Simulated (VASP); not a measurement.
Runs of VASP 6.6.1 on SiNi2. The structure is that of space group P6_3/mmc (No. 194), or close to it. The cells are those of the table. 

```tsv
task	cell	cutoff (eV)	gap on the mesh (eV)	pressure (GPa)
single point	a = 3.928, b = 3.928, c = 4.631 Å, angles 90.0, 90.0, 120.0°, 6 atoms	520	none	7.9
single point	a = 3.800, b = 3.800, c = 4.802 Å, angles 90.0, 90.0, 120.0°, 6 atoms	520	none	16.4
single point	a = 3.839, b = 3.839, c = 5.124 Å, angles 90.0, 90.0, 120.0°, 6 atoms	520	none	-3.0
single point	a = 3.824, b = 3.824, c = 5.222 Å, angles 90.0, 90.0, 120.0°, 6 atoms	520	none	(b)
single point	a = 3.902, b = 3.902, c = 4.730 Å, angles 90.0, 90.0, 120.0°, 6 atoms	520	none	(a)
single point	a = 3.870, b = 3.870, c = 4.927 Å, angles 90.0, 90.0, 120.0°, 6 atoms	520	none	0.3
relaxation of cell and atoms	relaxed to 3 GPa from a = 3.833, b = 3.833, c = 4.881 Å, angles 90.0, 90.0, 120.0°, 6 atoms	600	none	3.0
single point	a = 3.947, b = 3.947, c = 4.868 Å, angles 90.0, 90.0, 120.0°, 6 atoms	520	none	-6.1
```

Alike in all rows: level r2SCAN; potentials or basis VASP PAW PBE potentials, release 64 (Si, Ni); no spin polarisation; k mesh 12 × 12 × 8; smearing gaussian 0.1 eV.

Problem. Estimate the missing entries.

Solution. (a) 5.5; (b) -4.0.

Caveats: the PAW data sets were made with another functional, which shifts forces and pressure a little; the cell stands under pressure (at least some runs); the cell stands under tension (at least some runs); the cell is relaxed towards a set pressure, so the run minimises the enthalpy, not the energy (at least some runs).

A gap of «none» marks levels without a gap at the run's occupations.
